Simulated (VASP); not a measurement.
Here is a VASP 6.6.1 calculation.

Contents of INCAR:

```
SYSTEM = Bi
AGGAC = 1.0 ; AGGAX = 1.0
ALDAC = 0.0 ; ALDAX = 1.0
ALGO = Normal ; EDIFF = 1E-6
ENCUT = 520 ; GGA = B5
ISIF = 2 ; ISMEAR = -1
LASPH = .True. ; LCHARG = .True.
LELF = .True. ; LREAL = .False.
LVHAR = .True. ; LWAVE = .False.
NBANDS = 22 ; NELM = 60
PREC = Accurate ; SIGMA = 0.1
```

The input KPOINTS:

```
k-points
0
Gamma
  8 8 8
  0 0 0
```

File POSCAR:

```
Bi
1.0
    0.0000000000      3.6192431468      3.6192431468
    3.6192431468      0.0000000000      3.6192431468
    3.6192431468      3.6192431468      0.0000000000
Bi
2
Direct
    0.1250000000      0.1250000000      0.1250000000
    0.8750000000      0.8750000000      0.8750000000
```

Potentials or basis: VASP PAW PBE potentials, release 64 (Bi_d).

Run with:

```bash
$ cat potpaw_PBE.64/Bi_d/POTCAR > POTCAR
$ mpirun -np 1 vasp_std > vasp.out
```

Problem. What does it give for the pressure?

Solution. 2.6 GPa.

Problem. What does it give for the band gap on the k mesh?

Solution. Zero (band 15 reaches 4.72 eV, above the bottom of band 16 at 3.76 eV).

Caveat: the PAW data sets were made with another functional, which shifts forces and pressure a little; spin-orbit coupling is left out, which moves the levels of the heavy elements.
